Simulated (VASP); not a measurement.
A run of VASP 6.6.1 is set up as follows.

POSCAR

```
Al3C
1.0
    2.8227735243      0.0000000000      0.0000000000
    0.0000000000      2.8227735243      0.0000000000
    0.0000000000      0.0000000000     19.6006972839
Al C
3 1
Direct
    0.5000000000      0.5000000000      0.2040743726
    0.0000000000      0.0000000000      0.3086652018
    0.5000000000      0.5000000000      0.4132861789
    0.5000000000      0.5000000000      0.5128799681
```

Contents of INCAR.step1:

```
ALGO     = Normal         # electronic algorithm
DIPOL    = 0.5 0.5 0.360
EDIFF    = 1E-4           # SCF threshold, eV
ENCUT    = 520            # plane-wave cutoff, eV
GGA      = PE             # functional
IDIPOL   = 3            
ISMEAR   = 0              # smearing method
LASPH    = True           # aspherical terms in the spheres
LCHARG   = False          # write CHGCAR
LDIPOL   = True         
LREAL    = False          # projectors in reciprocal space
LWAVE    = True           # write WAVECAR
NBANDS   = 14             # bands
NELM     = 100            # most SCF steps
PREC     = Accurate       # precision mode
SIGMA    = 0.1            # smearing width, eV
```

INCAR.step2

```
ALGO     = Normal         # electronic algorithm
DIPOL    = 0.5 0.5 0.360
EDIFF    = 1E-7           # SCF threshold, eV
ENCUT    = 520            # plane-wave cutoff, eV
IDIPOL   = 3            
ISIF     = 2              # what is computed and relaxed
ISMEAR   = 0              # smearing method
ISTART   = 1            
LASPH    = True           # aspherical terms in the spheres
LCHARG   = False          # write CHGCAR
LDIPOL   = True         
LMIXTAU  = True         
LREAL    = False          # projectors in reciprocal space
LWAVE    = False          # write WAVECAR
METAGGA  = R2SCAN         # meta-GGA
NBANDS   = 14             # bands
NELM     = 100            # most SCF steps
PREC     = Accurate       # precision mode
SIGMA    = 0.1            # smearing width, eV
```

KPOINTS

```
k-points
0
Gamma
  9 9 1
```

Potentials or basis: VASP PAW PBE potentials, release 64 (Al, C).

Run with:

```sh
$ cat potpaw_PBE.64/Al/POTCAR potpaw_PBE.64/C/POTCAR > POTCAR
$ cp INCAR.step1 INCAR
$ mpirun -np 1 vasp_std > vasp.out
$ cp INCAR.step2 INCAR
$ mpirun -np 1 vasp_std > vasp.out
```

What does it give for the largest force?

0.122 eV/Å.

Forces on the atoms (eV/Å):
```
Al   0.000  0.000  0.042
Al   0.000  0.000  0.062
Al   0.000  0.000 -0.122
C    0.000  0.000  0.018
```

Caveat: the PAW data sets were made with another functional, which shifts forces and pressure a little.
